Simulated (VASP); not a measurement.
A run of VASP 6.6.1:

The input INCAR:

```
SYSTEM = Nb
ALGO = Normal ; EDIFF = 1E-6
ENCUT = 520 ; GGA = PS
ISIF = 2 ; ISMEAR = -1
LASPH = .TRUE. ; LCHARG = .FALSE.
LREAL = .FALSE. ; LWAVE = .FALSE.
NBANDS = 12 ; NELM = 100
PREC = Accurate ; SIGMA = 0.08
```

The input KPOINTS:

```
k-points
0
G
  13 13 13
  0 0 0
```

File POSCAR:

```
Nb
1.0
    0.0634500000      2.1467250000      2.1467250000
    2.1467250000      0.0634500000      2.1467250000
    2.1467250000      2.1467250000      0.0634500000
Nb
1
Direct
    0.0000000000      0.0000000000      0.0000000000
```

Potentials or basis: VASP PAW PBE potentials, release 64 (Nb_sv).

Command:

```bash
$ cat potpaw_PBE.64/Nb_sv/POTCAR > POTCAR
$ mpirun -np 1 vasp_std > vasp.out
```

Hardware: 1 thread of Intel(R) Xeon(R) 6975P-C (Granite Rapids) (shared host).

Task: Estimate the wall time of this run.

Result: Wall time 15 s on 1 thread of Intel(R) Xeon(R) 6975P-C (Granite Rapids) (shared host), peak memory 0.18 GiB. Counts: scf iterations 12, k points 231.
